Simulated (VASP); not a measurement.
A run of VASP 6.6.1 is set up as follows.

The input INCAR:

```
  PREC = Accurate
  ENCUT = 520
  EDIFF = 1E-6
  ISMEAR = 0
  SIGMA = 0.1
  LREAL = F
  LASPH = T
  NELM = 100
  ALGO = Fast
  ISIF = 2
  LWAVE = F
  LCHARG = F
  GGA = PS
  NBANDS = 21
```

File KPOINTS:

```
regular mesh
0
Gamma
  12 12 6
```

POSCAR

```
Ge
1.0
    2.3570349732      0.0000000000      0.0000000000
   -1.1785174866      2.0412521644      0.0000000000
    0.0000000000      0.0000000000      3.7263612280
Ge
2
Direct
    0.3333333333      0.6666666667      0.2500000000
    0.6666666667      0.3333333333      0.7500000000
```

Potentials or basis: VASP PAW PBE potentials, release 64 (Ge_d).

Run with:

```sh
$ cat potpaw_PBE.64/Ge_d/POTCAR > POTCAR
$ mpirun -np 1 vasp_std > vasp.out
```

Problem. What does it give for the pressure?

Solution. 266.6 GPa.

Problem. What does it give for the band gap on the k mesh?

Solution. Zero (bands 14 and 15 overlap by 18.24 eV).

Stress tensor (GPa, compression positive):
```
257.59   0.00   0.00
  0.00 257.59   0.00
  0.00   0.00 284.55
```

Caveat: the stress differs along the axes, from 258 to 285 GPa; the PAW data sets were made with another functional, which shifts forces and pressure a little.
